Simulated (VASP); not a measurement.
## Ir: single point with LDA

The system is Ir.

```xyz
1
Lattice="0.0000 2.1671 1.4730 2.1671 0.0000 1.4730 2.1671 2.1671 0.0000" Properties=species:S:1:pos:R:3 pbc="T T T"
Ir    0.0000    0.0000    0.0000
```

This cell differs from its parent crystal: volume 13.835 Å^3 an atom, c/a of the conventional cell 0.6797.

```yaml
Program: VASP 6.6.1
Task: single point
Functional: LDA
Potentials_or_basis: VASP PAW LDA potentials, release 64 (Ir)
Cutoff: 520 eV
k_mesh: 22 × 22 × 22
Occupations: gaussian, width 0.15 eV
Spin: no spin polarisation
Dipole_correction: no
Further_INCAR_settings: ALGO = Fast; EDIFF = 1e-06; NBANDS = 10
```

```yaml
Pressure: 15.7 GPa
```

Stress tensor (GPa, compression positive):
```
23.98  0.00  0.00
 0.00 23.98  0.00
 0.00  0.00 -0.86
```

Levels at points of the mesh, in eV from the Fermi level:
| k point | band 1 | band 2 | band 3 | band 4 | band 5 | band 6 | band 7 | band 8 | band 9 |
| --- | --- | --- | --- | --- | --- | --- | --- | --- | --- |
| (0.00, 0.00, 0.00) | -11.07 | -4.14 | -3.72 | -3.72 | -0.99 | -0.22 | 16.68 | 16.68 | 17.60 |
| (0.50, 0.00, 0.00) | -7.98 | -6.00 | -0.62 | 0.00 | 0.13 | 2.50 | 8.71 | 12.98 | 17.11 |
| (0.50, 0.50, 0.00) | -7.62 | -7.54 | 1.62 | 1.62 | 1.84 | 7.73 | 7.73 | 9.01 | 15.51 |
| (0.50, 0.00, 0.50) | -8.04 | -5.52 | -1.21 | -0.28 | -0.13 | 2.38 | 8.35 | 13.37 | 18.14 |

It took 48 s on 1 thread of Intel(R) Xeon(R) 6975P-C (Granite Rapids), on a shared host, peak memory 0.23 GiB.

Caveat: spin-orbit coupling is left out, which moves the levels of the heavy elements.
